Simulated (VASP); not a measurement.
# Rh (I4/mmm) in VASP: a series of runs

The runs below take Rh through single point, with LDA.

Program: VASP 6.6.1. These are calculated values, not measurements. Logs are shortened: lines on timing, memory, paths and dates and some standing lists are left out, and cuts for length are marked.

## 1. The cell of the first run

It takes space group I4/mmm (No. 139, tetragonal). Conventional cell: a = 2.396 Å, b = 2.396 Å, c = 4.791 Å, α = 90.00°, β = 90.00°, γ = 90.00°. Rh (site symmetry 4/mmm) has 12 Rh at 2.40 to 2.93 Å within 3.2 Å.

## 2. Single point, LDA

The input, INCAR:

```
SYSTEM = Rh
PREC = Accurate
ENCUT = 520
EDIFF = 1E-6
ISMEAR = 0
SIGMA = 0.15
LREAL = .False.
LASPH = .True.
NELM = 80
ALGO = Fast
ISIF = 2
LWAVE = .False.
LCHARG = .False.
NBANDS = 14
```

The input, KPOINTS:

```
Automatic mesh
0
Gamma
  24 24 24
  0 0 0
```

The input, POSCAR:

```
Rh
1.0
    0.0000000000      1.6941737416      2.3955616707
    1.6941737416      0.0000000000      2.3955616707
    1.6941737416      1.6941737416      0.0000000000
Rh
1
Direct
    0.0000000000      0.0000000000      0.0000000000
```

Potentials or basis: VASP PAW LDA potentials, release 64 (Rh_pv).

Launch:

```bash
cat potpaw_LDA.64/Rh_pv/POTCAR > POTCAR
mpirun -np 1 vasp_std > vasp.out
```

OUTCAR:

```text
SYSTEM = Rh
   PREC = Accurate
   ENCUT = 520
   EDIFF = 1E-6
   ISMEAR = 0
   LREAL = .False.
   LASPH = .True.
   NELM = 80
   ISIF = 2

 ion  position               nearest neighbor table
   1  0.000  0.000  0.000-

  LATTYP: Found a body centered tetragonal cell.
 ALAT       =     2.3959234824
 C/A-ratio  =     1.9996979773

  Lattice vectors:

 A1 = (  -1.6941737416,   0.0000000000,   2.3955616707)
 A2 = (   1.6941737416,   0.0000000000,   2.3955616707)
 A3 = (   0.0000000000,   1.6941737416,  -2.3955616707)

Analysis of symmetry for initial positions (statically):
=====================================================================
 Subroutine PRICEL returns:
 Original cell was already a primitive cell.

 Routine SETGRP: Setting up the symmetry group for a
 body centered tetragonal supercell.

 Subroutine GETGRP returns: Found 16 space group operations
 (whereof 16 operations were pure point group operations)
 out of a pool of 16 trial point group operations.

The static configuration has the point symmetry D_4h.

Analysis of symmetry for dynamics (positions and initial velocities):
=====================================================================
 Subroutine PRICEL returns:
 Original cell was already a primitive cell.

 Routine SETGRP: Setting up the symmetry group for a
 body centered tetragonal supercell.

 Subroutine GETGRP returns: Found 16 space group operations
 (whereof 16 operations were pure point group operations)
 out of a pool of 16 trial point group operations.

The dynamic configuration has the point symmetry D_4h.

 Subroutine INISYM returns: Found 16 space group operations
 (whereof 16 operations are pure point group operations),
 and found     1 'primitive' translations

----------------------------------------------------------------------------------------

                                     Primitive cell

  volume of cell :      13.7516

  direct lattice vectors                    reciprocal lattice vectors
     0.000000000  1.694173742  2.395561671    -0.295129117  0.295129117  0.208719319
     1.694173742  0.000000000  2.395561671     0.295129117 -0.295129117  0.208719319
     1.694173742  1.694173742  0.000000000     0.295129117  0.295129117 -0.208719319

  length of vectors
     2.934099587  2.934099587  2.395923482     0.466654203  0.466654203  0.466654203

  position of ions in fractional coordinates (direct lattice)
     0.000000000  0.000000000  0.000000000

  ion indices of the primitive-cell ions
   primitive index   ion index
                 1           1

----------------------------------------------------------------------------------------

 KPOINTS: Automatic mesh

Automatic generation of k-mesh.
 Grid dimensions read from file:
 generate k-points for:   24   24   24

 Generating k-lattice:

  Cartesian coordinates                     Fractional coordinates (reciprocal lattice)
    -0.012297047  0.012297047  0.008696638     0.041666667  0.000000000  0.000000000
     0.012297047 -0.012297047  0.008696638     0.000000000  0.041666667  0.000000000
     0.012297047  0.012297047 -0.008696638    -0.000000000 -0.000000000  0.041666667

  Length of vectors
     0.019443925  0.019443925  0.019443925

  Shift w.r.t. Gamma in fractional coordinates (k-lattice)
     0.000000000  0.000000000  0.000000000

 Subroutine IBZKPT returns following result:
 ===========================================

 Found   1063 irreducible k-points:

 Following reciprocal coordinates:
            Coordinates               Weight
  0.000000  0.000000  0.000000      1.000000
  0.041667  0.000000  0.000000      8.000000
  0.083333  0.000000  0.000000      8.000000
  0.125000  0.000000  0.000000      8.000000
  0.166667  0.000000  0.000000      8.000000
  0.208333  0.000000  0.000000      8.000000
[... 16 lines left out ...]
  0.416667  0.041667  0.000000      8.000000
  0.458333  0.041667  0.000000      8.000000
 [... further k-points ...]
   k-points           NKPTS =   1063   k-points in BZ     NKDIM =   1063   number of bands    NBANDS=     14
   number of dos      NEDOS =    301   number of ions     NIONS =      1
   total plane-waves  NPLWV =  10368
   dimension x,y,z NGX =    24 NGY =   24 NGZ =   18
   dimension x,y,z NGXF=    48 NGYF=   48 NGZF=   36
   ions per type =               1
   NGX,Y,Z   is equivalent  to a cutoff of  13.60, 13.60, 12.49 a.u.
   NGXF,Y,Z  is equivalent  to a cutoff of  27.20, 27.20, 24.98 a.u.
 SYSTEM =  Rh
   PREC   = accura    normal or accurate (medium, high low for compatibility)
   ISTART =      0    job   : 0-new  1-cont  2-samecut
   ICHARG =      2    charge: 1-file 2-atom 10-const
   ISPIN  =      1    spin polarized calculation?
   LNONCOLLINEAR =      F non collinear calculations
   LSORBIT =      F    spin-orbit coupling
   LASPH  =      T    aspherical Exc in radial PAW
   ENCUT  =  520.0 eV  38.22 Ry    6.18 a.u.   5.46  5.46  4.45*2*pi/ulx,y,z
   NELM   =     80;   NELMIN=  2; NELMDL= -5     # of ELM steps
   EDIFF  = 0.1E-05   stopping-criterion for ELM
   LREAL  =      F    real-space projection
   EDIFFG = 0.1E-04   stopping-criterion for IOM
   NSW    =      0    number of steps for IOM
   IBRION =     -1    ionic relax: 0-MD 1-quasi-New 2-CG
   NFREE  =      0    steps in history (QN), initial steepest desc. (CG)
   ISIF   =      2    stress and relaxation
   ISYM   =      2    0-nonsym 1-usesym 2-fastsym
   POTIM  = 0.5000    time-step for ionic-motion
   TEBEG  =    0.0;   TEEND  =   0.0 temperature during run
   PSTRESS=    0.0 pullay stress
   NELECT =      15.0000    total number of electrons
   NUPDOWN=      -1.0000    fix difference up-down
   EMIN   =  10.00;   EMAX   =-10.00  energy-range for DOS
   EFERMI =   0.00;   METHOD = LEGACY
   ISMEAR =     0;   SIGMA  =   0.15  broadening in eV -4-tet -1-fermi 0-gaus
   EFERMI_NEDOS =   21; number of points for ismear=-14 and -15
   IALGO  =     68    algorithm
   IMIX   =      4    mixing-type and parameters
     AMIX     =   0.40;   BMIX     =  1.00
     AMIX_MAG =   1.60;   BMIX_MAG =  1.00
  volume/ion in A,a.u.               =      13.75        92.80
  Fermi-wavevector in a.u.,A,eV,Ry     =   1.685211  3.184586 38.639656  2.839935
  Thomas-Fermi vector in A             =   2.768095
   LORBIT       =      0    0 simple, 1 ext, 2 COOP (PROOUT), +10 PAW based schemes
   GGA     = CA    functional components
   LHFCALC =     F    Hartree Fock is set to
   AEXX    =    0.0000 exact exchange contribution
   IVDW    =     0    specifies the selected vdW correction
   LEPSILON=     F    determine dielectric tensor
   LRPA    =     F    only Hartree local field effects (RPA)
 non-spin polarized calculation
 RMM-DIIS sequential band-by-band and
 Gauss-broadening in eV      SIGMA  =   0.15
  energy-cutoff  :      520.00
  volume of cell :       13.75
 maximum number of plane-waves:       393
 NGX is ok and might be reduce to    24

 number of electron      14.9999998 magnetization

 Free energy of the ion-electron system (eV)
  ---------------------------------------------------
  ext. energy  EPLUGINS =         0.00000000
  ---------------------------------------------------
  free energy    TOTEN  =        -7.94452209 eV

  energy without entropy =       -7.92672757  energy(sigma->0) =       -7.93562483

 E-fermi :  11.7114     XC(G=0): -14.2859

 val. band max:       11.7106589175   @ k =  -0.2917   0.4167   0.1667
 cond. band min:      11.7140249150   @ k =  -0.2917   0.5000   0.2083
 fundamental gap:      0.0033659975
 Fermi energy:        11.7114021797

 k-point     1 :       0.0000    0.0000    0.0000
  band No.  band energies     occupation
      1     -34.3922      2.00000
      2     -34.2240      2.00000
      3     -34.2240      2.00000
      4       3.7655      2.00000
      5       6.0751      2.00000
      6       7.9236      2.00000
      7      10.5992      2.00000
      8      10.5992      2.00000
      9      12.7927      0.00000
     10      27.3769      0.00000
     11      29.5369      0.00000
     12      32.3837      0.00000
     13      36.3103      0.00000
     14      36.3103      0.00000

 k-point     2 :       0.0417    0.0000    0.0000
  band No.  band energies     occupation
      1     -34.3934      2.00000
      2     -34.2459      2.00000
      3     -34.2228      2.00000
      4       3.8403      2.00000
      5       6.1199      2.00000
      6       7.9499      2.00000
      7      10.5247      2.00000
      8      10.6199      2.00000
      9      12.7408      0.00000
     10      27.4680      0.00000
     11      29.6175      0.00000
     12      32.3831      0.00000
     13      35.6270      0.00000
     14      36.4354      0.00000

 k-point     3 :       0.0833    0.0000    0.0000
  band No.  band energies     occupation
      1     -34.3976      2.00000
      2     -34.3091      2.00000
      3     -34.2189      2.00000
      4       4.0573      2.00000
      5       6.2514      2.00000
      6       8.0295      2.00000
      7      10.3213      2.00000
      8      10.6806      2.00000
      9      12.5917      0.00000
     10      27.7078      0.00000
     11      29.8362      0.00000
     12      32.3824      0.00000
     13      34.4235      0.00000
     14      36.7952      0.00000
[... 324 lines left out ...]
 k-point    23 :       0.4167    0.0417    0.0000
  band No.  band energies     occupation
      1     -35.2859      2.00000
      2     -34.4561      2.00000
      3     -34.1615      2.00000
      4       5.7984      2.00000
      5       6.9650      2.00000
      6      10.4090      2.00000
      7      11.3037      1.99988
      8      11.8814      0.10903
      9      12.0352      0.00226
     10      22.7776      0.00000
     11      25.3688      0.00000
     12      32.3842      0.00000
     13      34.1715      0.00000
     14      35.9974      0.00000

 k-point    24 :       0.4583    0.0417    0.0000
  band No.  band energies     occupation
      1     -35.3775      2.00000
      2     -34.4553      2.00000
      3     -34.1544      2.00000
      4       5.7357      2.00000
      5       6.9585      2.00000
      6      10.2443      2.00000
      7      11.9351      0.03491
      8      12.1123      0.00016
      9      12.4697      0.00000
     10      21.8335      0.00000
     11      24.9278      0.00000
     12      32.3844      0.00000
     13      33.8517      0.00000
     14      36.0984      0.00000

 [... further k-points ...]
[... 5 lines left out ...]
  --------------------------------------------------------------------------------------
  -------------------------------------------------------------------------------------
  Total        3.0402207      3.0402207     -2.8399819      0.0000000     -0.0000000      0.0000000
  in kB      354.2113320    354.2113320   -330.8818241      0.0000000     -0.0000000      0.0000000
  external PRESSURE =     125.8469466 kB  Pullay stress =       0.0000000 kB

 VOLUME and BASIS-vectors are now :
 -----------------------------------------------------------------------------
  energy-cutoff  :      520.00
  volume of cell :       13.75
      direct lattice vectors                 reciprocal lattice vectors
     0.000000000  1.694173742  2.395561671    -0.295129117  0.295129117  0.208719319
     1.694173742  0.000000000  2.395561671     0.295129117 -0.295129117  0.208719319
     1.694173742  1.694173742  0.000000000     0.295129117  0.295129117 -0.208719319

 POSITION                                       TOTAL-FORCE (eV/Angst)
 -----------------------------------------------------------------------------------
      0.00000      0.00000      0.00000         0.000000      0.000000      0.000000
 -----------------------------------------------------------------------------------
    total drift:                               -0.000000      0.000000     -0.000000

  FREE ENERGIE OF THE ION-ELECTRON SYSTEM (eV)
  ---------------------------------------------------
  free  energy   TOTEN  =        -7.9445220880 eV

  energy  without entropy=       -7.9267275687  energy(sigma->0) =       -7.93562483
```

It took 2 min on 1 thread of Intel Xeon Platinum 8259CL at 2.50GHz (Skylake/Cascade Lake), shared host; peak memory 0.28 GiB.

What came out:

```
Free energy : -7.9445 eV
Pressure    : 12.6 GPa
```

Levels at points of the mesh, in eV from the Fermi level:
| k point | band 5 | band 6 | band 7 | band 8 | band 9 | band 10 |
| --- | --- | --- | --- | --- | --- | --- |
| (0.00, 0.00, 0.00) | -5.64 | -3.79 | -1.11 | -1.11 | 1.08 | 15.67 |
| (0.50, 0.00, 0.00) | -4.71 | -1.61 | 0.43 | 0.73 | 1.11 | 9.52 |
| (0.50, 0.50, 0.00) | -6.38 | -0.49 | 0.83 | 0.83 | 1.34 | 6.48 |
| (0.50, 0.00, 0.50) | -5.32 | -1.25 | 0.03 | 3.18 | 6.12 | 11.02 |

## 3. Single point, LDA

This run uses another cell than the first one, of the same volume but with other edges.

The input, INCAR:

```
PREC     = Accurate       # precision mode
ENCUT    = 520            # plane-wave cutoff, eV
EDIFF    = 1E-6           # SCF threshold, eV
ISMEAR   = 0              # smearing method
SIGMA    = 0.15           # smearing width, eV
LREAL    = False          # projectors in reciprocal space
LASPH    = True           # aspherical terms in the spheres
NELM     = 100            # most SCF steps
ALGO     = Fast           # electronic algorithm
ISIF     = 2              # what is computed and relaxed
LWAVE    = False          # write WAVECAR
LCHARG   = False          # write CHGCAR
NBANDS   = 14             # bands
```

The input, KPOINTS:

```
regular mesh
0
Gamma
  24 24 24
```

The input, POSCAR:

```
Rh
1.0
    0.0000000000      2.0074039489      1.7062933566
    2.0074039489      0.0000000000      1.7062933566
    2.0074039489      2.0074039489      0.0000000000
Rh
1
Direct
    0.0000000000      0.0000000000      0.0000000000
```

Potentials or basis: VASP PAW LDA potentials, release 64 (Rh_pv).

Launch:

```bash
cat potpaw_LDA.64/Rh_pv/POTCAR > POTCAR
mpirun -np 1 vasp_std > vasp.out
```

It took 2.5 min on 1 thread of Intel Xeon Platinum 8259CL at 2.50GHz (Skylake/Cascade Lake), shared host; peak memory 0.29 GiB.

The run converged. Its results:

- Free energy: -8.5184 eV
- Pressure: -7.2 GPa

Stress tensor (GPa, compression positive):
```
-16.88   0.00   0.00
  0.00 -16.88   0.00
  0.00   0.00  12.01
```

Levels at points of the mesh, in eV from the Fermi level:
```
           k point  band 3  band 4  band 5  band 6  band 7  band 8  band 9  band 10  band 11  band 12
(0.00, 0.00, 0.00)  -46.00   -7.97   -3.38   -3.38   -2.01   -1.87   -0.20    16.49    19.81    19.81
(0.50, 0.00, 0.00)  -46.06   -6.11   -3.98   -2.02    0.15    0.84    1.13     8.82    15.15    19.89
(0.50, 0.50, 0.00)  -46.50   -6.24   -6.05    0.66    1.10    1.10    5.82    11.36    11.36    15.54
(0.50, 0.00, 0.50)  -46.19   -6.24   -5.63    0.33    0.38    1.53    2.18    10.84    13.58    15.44
```
